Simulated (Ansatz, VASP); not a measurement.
## BaTiO3 in VASP and in Ansatz

```
Ba Ti O
1.0
     4.01925    0.00000    0.00000
     0.00000    4.01925    0.00000
     0.00000    0.00000    4.20012
Ba Ti O
1 1 3
Direct
  0.50000 0.50000 0.50000
  0.00000 0.00000 0.00000
  0.50000 0.00000 0.00000
  0.00000 0.50000 0.00000
  0.00000 0.00000 0.50000
```

Change from the starting cell: strain +0.0450 x Voigt [0, 0, 1, 0, 0, 0], atoms carried along.

Alike in both runs: task single point; functional PBE; k mesh 8 × 8 × 8; occupations gaussian, width 0.05 eV; no spin polarisation.

```csv
,VASP,Ansatz
version,VASP 6.6.1,Ansatz 0.2.0
potentials or method,"VASP PAW PBE potentials, release 64 (Ba_sv, Ti_sv, O), cutoff 520 eV","scalar-relativistic, plane waves, PAW"
valence electrons in the cell,40,40
```

Ansatz gave:

* gap on the k mesh at the Fermi level (eV): 1.61
* least direct gap on the mesh (eV): 1.81
* pressure (GPa): -6.1
* traceless stress, the component that is largest in VASP (GPa): -3.95

Question: Estimate VASP's values.

Answer: gap on the k mesh at the Fermi level (eV): 1.56; least direct gap on the mesh (eV): 1.78; pressure (GPa): -4.6; traceless stress, the component that is largest in VASP (GPa): -4.13.

Neither program's run includes spin-orbit coupling.
